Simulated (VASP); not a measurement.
Input of a VASP 6.6.1 run:

INCAR

```
PREC = Accurate
ENCUT = 520
EDIFF = 1E-6
ISMEAR = -1
SIGMA = 0.05
LREAL = F
LASPH = T
NELM = 60
ALGO = Normal
ISIF = 2
LWAVE = F
LCHARG = F
GGA = PE
NBANDS = 11
```

KPOINTS

```
Automatic mesh
0
Gamma
  12 12 12
```

File POSCAR:

```
Pd
1.0
    0.0000000000      1.9465000000      1.9465000000
    1.9465000000      0.0000000000      1.9465000000
    1.9465000000      1.9465000000      0.0000000000
Pd
1
Direct
    0.0000000000      0.0000000000      0.0000000000
```

Potentials or basis: VASP PAW PBE potentials, release 64 (Pd).

Launch:

```sh
$ cat potpaw_PBE.64/Pd/POTCAR > POTCAR
$ mpirun -np 1 vasp_std > vasp.out
```

(1) Predict the pressure.

(2) Predict the band gap on the k mesh.

Answers

(1) 6.6 GPa.

(2) zero (band 5 reaches 10.06 eV, above the bottom of band 6 at 8.48 eV).
